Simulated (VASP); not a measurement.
HgTe: vibrations by perturbation theory with PBEsol

The system is HgTe.

```
CELL_PARAMETERS angstrom
0.00000 3.07645 3.07645
3.07645 0.00000 3.07645
3.07645 3.07645 0.00000
ATOMIC_POSITIONS crystal
Hg 0.00000 0.00000 0.00000
Te 0.75000 0.75000 0.75000
```

```json
{
 "Program": "VASP 6.6.1",
 "Task": "vibrations by perturbation theory",
 "Functional": "PBEsol",
 "Potentials or basis": "VASP PAW PBE potentials, release 64 (Hg, Te)",
 "Cutoff": "520 eV",
 "k mesh": "12 × 12 × 12",
 "Occupations": "fermi-dirac, width 0.15 eV",
 "Spin": "no spin polarisation",
 "Dipole correction": "no",
 "Further INCAR settings": "ALGO = Normal; EDIFF = 1e-08; IBRION = 8; NSW = 1"
}
```

| Item | Value |
| --- | --- |
| Highest phonon frequency at Γ, LO-TO splitting left out | 158 cm⁻¹ |

Phonon frequencies in cm⁻¹ (negative: imaginary):
| q point | frequencies |
| --- | --- |
| (0.000, 0.000, 0.000) | 0 0 0 158 158 158 |

It took 7.9 min on 1 thread of Intel(R) Xeon(R) Platinum 8375C CPU @ 2.90GHz (Ice Lake) (shared host), peak memory 0.58 GiB.

Caveat: the cell stands under pressure or tension, which shifts response properties.
